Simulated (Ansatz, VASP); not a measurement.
## Ru in VASP and in Ansatz

```
CELL_PARAMETERS angstrom
2.70580 0.00000 0.00000
-1.35290 2.34329 0.00000
0.00000 0.00000 4.28190
ATOMIC_POSITIONS crystal
Ru 0.33333 0.66667 0.25000
Ru 0.66667 0.33333 0.75000
```

Alike in both runs: task single point; functional PBEsol; k mesh 12 × 12 × 7; occupations fermi-dirac, width 0.1 eV; collinear spin.

|  | VASP | Ansatz |
| --- | --- | --- |
| version | VASP 6.6.1 | Ansatz 0.2.0 |
| potentials or method | VASP PAW PBE potentials, release 64 (Ru_pv) | PAW with Ansatz's default frozen-core files, scalar-relativistic |
| plane-wave cutoff (eV) | 520 | 420 |
| valence electrons in the cell | 28 | 32 |

```tsv
	VASP	Ansatz	Ansatz less VASP
pressure (GPa)	-6.3	-6.2	+0.09
traceless stress, the component that is largest in VASP (GPa)	-0.29	-0.30	-0.011
net moment per atom (μB)	0.00	0.00	0.000
```

VASP's potentials were made for PBE, not for PBEsol. VASP's potentials hold 28 valence electrons a cell and Ansatz's 32, so a difference there can come from the potentials and not from the codes. Ansatz's warnings: seeded moment not kept.
